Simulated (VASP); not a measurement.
The system is MgGaF5.

```
Mg Ga F
1.0
     3.66072    0.00000    0.00000
     0.00000    3.66072    0.00000
     0.00000    0.00000    6.37838
Mg Ga F
1 1 5
Cartesian
  0.0000 0.0000 3.1892
  1.8304 1.8304 0.0000
  0.0000 0.0000 0.0000
  1.8304 0.0000 4.4954
  0.0000 1.8304 4.4954
  1.8304 0.0000 1.8830
  0.0000 1.8304 1.8830
```

- Program: VASP 6.6.1
- Task: relaxation of cell and atoms
- Functional: PBEsol
- Potentials or basis: VASP PAW PBE potentials, release 64 (Mg, Ga_d, F)
- Cutoff: 600 eV
- k mesh: 6 × 6 × 4
- Occupations: fermi-dirac, width 0.03 eV
- Spin: no spin polarisation

At the start: pressure -19.3 GPa; volume 12.21 Å³/atom.

Task: Where does the relaxation end?

Result: Over 12 steps the energy falls by 293.2 meV/atom and the volume is 9.21 Å³/atom (-24.6 %); space group P4/mmm (No. 123, to 0.1 Å) before and after.

Step by step:
```tsv
step	energy change (eV)	largest force (eV/Å)	pressure (GPa)	volume (Å³)
1	0.0000	0.4167	-19.33	85.48
2	-1.7494	0.7978	-7.12	68.48
3	-1.8842	0.8713	0.78	64.20
4	-1.8851	0.8778	1.66	63.80
5	-2.0199	0.2697	2.09	63.51
6	-2.0381	0.0797	2.64	63.33
7	-2.0504	0.0320	-0.97	64.92
8	-2.0512	0.0413	-0.24	64.61
9	-2.0512	0.0403	-0.40	64.64
10	-2.0524	0.0017	-0.16	64.54
11	-2.0525	0.0146	-0.08	64.51
12	-2.0525	0.0025	0.07	64.46
```

Final structure:
```cif
data_structure
_symmetry_space_group_name_H-M 'P 1'
_symmetry_Int_Tables_number 1
_cell_length_a 3.4469
_cell_length_b 3.4469
_cell_length_c 5.4252
_cell_angle_alpha 90.000
_cell_angle_beta 90.000
_cell_angle_gamma 90.000
_cell_volume 64.46
loop_
_atom_site_label
_atom_site_type_symbol
_atom_site_fract_x
_atom_site_fract_y
_atom_site_fract_z
_atom_site_occupancy
Mg1 Mg 0.00000 0.00000 0.50000 1
Ga1 Ga 0.50000 0.50000 0.00000 1
F1 F 0.00000 0.00000 0.00000 1
F2 F 0.50000 0.00000 0.72172 1
F3 F 0.00000 0.50000 0.72172 1
F4 F 0.50000 0.00000 0.27828 1
F5 F 0.00000 0.50000 0.27828 1
```

Caveat: the volume moved by over 15 % at a fixed basis, so the end points are rough; the PAW data sets were made with another functional, which shifts forces and pressure a little.
